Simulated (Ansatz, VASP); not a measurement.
## Two plane-wave programs on Co

```
CELL_PARAMETERS angstrom
0.00000 2.45919 2.45919
2.45919 0.00000 2.45919
2.45919 2.45919 0.00000
ATOMIC_POSITIONS crystal
Co 0.00000 0.00000 0.00000
Co 0.25000 0.25000 0.25000
```

Alike in both runs: functional PBE; k mesh 20 × 20 × 20; occupations gaussian, width 0.1 eV; no spin polarisation.

Ansatz relaxed the structure, and its values are those at the end. VASP's run is a single point on that final structure, the one shown.

|  | VASP | Ansatz |
| --- | --- | --- |
| version | VASP 6.6.1 | Ansatz 0.2.0 |
| potentials or method | VASP PAW PBE potentials, release 64 (Co), cutoff 520 eV | scalar-relativistic, plane waves, PAW |
| valence electrons in the cell | 18 | 34 |

```tsv
	VASP	Ansatz	Ansatz less VASP
gap on the k mesh at the Fermi level (eV)	none	none	-
pressure (GPa)	-1.0	0.0	+1.00
```

A gap of «none» marks a metal or a gap that the smearing closes. VASP's potentials hold 18 valence electrons a cell and Ansatz's 34, so a difference there can come from the potentials and not from the codes.
